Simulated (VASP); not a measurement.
Input of a VASP 6.6.1 run:

Contents of INCAR:

```
  PREC = Accurate
  ENCUT = 520
  EDIFF = 1E-7
  ISMEAR = -1
  SIGMA = 0.05
  LREAL = F
  LASPH = T
  NELM = 60
  ALGO = Normal
  ISIF = 2
  LWAVE = F
  LCHARG = F
  GGA = PS
  NBANDS = 16
```

KPOINTS

```
Automatic mesh
0
Gamma
  8 8 8
```

File POSCAR:

```
CdS
1.0
    0.0000000000      2.6657336653      2.6657336653
    2.6657336653      0.0000000000      2.6657336653
    2.6657336653      2.6657336653      0.0000000000
Cd S
1 1
Direct
    0.0000000000      0.0000000000      0.0000000000
    0.7500000000      0.7500000000      0.7500000000
```

Potentials or basis: VASP PAW PBE potentials, release 64 (Cd, S).

Launch:

```bash
$ cat potpaw_PBE.64/Cd/POTCAR potpaw_PBE.64/S/POTCAR > POTCAR
$ mpirun -np 1 vasp_std > vasp.out
```

Task: What does it give for the pressure?

Result: 31.2 GPa.

Task: What does it give for the band gap on the k mesh?

Result: 1.50 eV, direct.

Caveat: the PAW data sets were made with another functional, which shifts forces and pressure a little. PBEsol gaps usually lie below the measured ones, often by a third to a half.
